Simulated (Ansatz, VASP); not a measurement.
## SbMo: VASP beside Ansatz

```
Mo Sb
1.0
     2.89709    0.00000    0.00000
     0.00000    2.89709    0.00000
     0.00000    0.00000    2.89709
Mo Sb
1 1
Cartesian
  0.0000 0.0000 0.0000
  1.4485 1.4485 1.4485
```

Change from the starting cell: volume scaled by 0.7, LAPW.

Alike in both runs: task single point; functional LDA; k mesh 13 × 13 × 13; occupations fermi-dirac, width 0.08 eV; no spin polarisation.

```csv
,VASP,Ansatz
version,VASP 6.6.1,Ansatz 0.2.0
potentials or method,"VASP PAW LDA potentials, release 64 (Mo_sv, Sb), cutoff 520 eV","all-electron LAPW, scalar-relativistic"
```

|  | VASP | Ansatz | Ansatz less VASP |
| --- | --- | --- | --- |
| pressure (GPa) | 154.2 | 152.1 | -2.09 |

LDA's correlation is that of Perdew and Zunger in VASP and of Perdew and Wang (1992) in Ansatz. Both programs put the cell under a high pressure, so it lies far from rest at this level. Ansatz ran all-electron here, and VASP with PAW potentials.

Spin-orbit coupling is off throughout. Noted on VASP's run: the cell as given lies far from equilibrium.
